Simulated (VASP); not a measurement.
Runs of VASP 6.6.1 on SiC. The structure is that of space group Pmn2_1 (No. 31), or close to it. The cells are those of the table. 

```csv
cell,gap on the mesh (eV),pressure (GPa),largest force (eV/Å)
"a = 4.348, b = 3.075, c = 9.474 Å, 12 atoms",1.23,0.3,(d)
"a = 4.348, b = 3.075, c = 8.924 Å, 12 atoms",1.13,16.3,(b)
"a = 4.348, b = 3.075, c = 9.974 Å, 12 atoms",1.03,-2.5,2.00
"a = 4.348, b = 3.075, c = 9.724 Å, 12 atoms",1.12,(a),(c)
```

Alike in all rows: task single point; level PBE; potentials or basis VASP PAW PBE potentials, release 64 (Si, C); no spin polarisation; k mesh 6 × 9 × 3; cutoff (eV) 520; smearing gaussian 0.05 eV.

Problem. Fill in the values left out.

Solution. (a) -1.7; (b) 5.77; (c) 1.97; (d) 1.57.

Caveats: forces of over 1 eV/Å act on the atoms, so gaps and moduli don't describe the material at rest.

A k mesh can miss the band edges.
